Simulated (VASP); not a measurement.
Wanted: the native input for a VASP 6.6.1 run.

| Quantity | Value |
| --- | --- |
| Task | single point |
| Functional | PBE |
| Potentials or basis | VASP PAW PBE potentials, release 64 (K_sv, Fe) |
| Cutoff | 520 eV |
| k mesh | 6 × 6 × 6 |
| Occupations | gaussian, width 0.1 eV |
| Spin | collinear spin, ferromagnetic start |
| Starting moments | [0.0, 0.0, 3.29] μB |
| Dipole correction | no |
| Further INCAR settings | ALGO = Normal; EDIFF = 1e-06; NBANDS = 24 |

The structure of K2Fe lies in POSCAR:

```
K2Fe
1.0
   -2.0164854553      2.0164854553      8.0807480285
    2.0164854553     -2.0164854553      8.0807480285
    2.0164854553      2.0164854553     -8.0807480285
K Fe
2 1
Direct
    0.6309907689      0.6309907689      0.0000000000
    0.3690092311      0.3690092311      0.0000000000
    0.0000000000      0.0000000000      0.0000000000
```

The input as run:

INCAR

```
ALGO = Normal
EDIFF = 1E-6
ENCUT = 520
GGA = PE
ISIF = 2
ISMEAR = 0
ISPIN = 2
LASPH = True
LCHARG = False
LMAXMIX = 4
LORBIT = 11
LREAL = False
LWAVE = False
MAGMOM = 0 0 3.29
NBANDS = 24
NELM = 150
PREC = Accurate
SIGMA = 0.1
```

KPOINTS

```
k-points
0
Gamma
  6 6 6
```

Potentials or basis: VASP PAW PBE potentials, release 64 (K_sv, Fe).

The run is started by

```sh
$ cat potpaw_PBE.64/K_sv/POTCAR potpaw_PBE.64/Fe/POTCAR > POTCAR
$ mpirun -np 1 vasp_std > vasp.out
```

Results of the run:

The pressure is 0.1 GPa, the net moment is 3.22 μB per cell and the site moments are K -0.01; Fe +3.18 μB. The valence electrons inside the program's atomic spheres are K 7.56; Fe 6.62.

Run time: 15 min on 1 thread of Intel(R) Xeon(R) Platinum 8259CL CPU @ 2.50GHz (Skylake/Cascade Lake), on a shared host, peak memory 0.82 GiB.
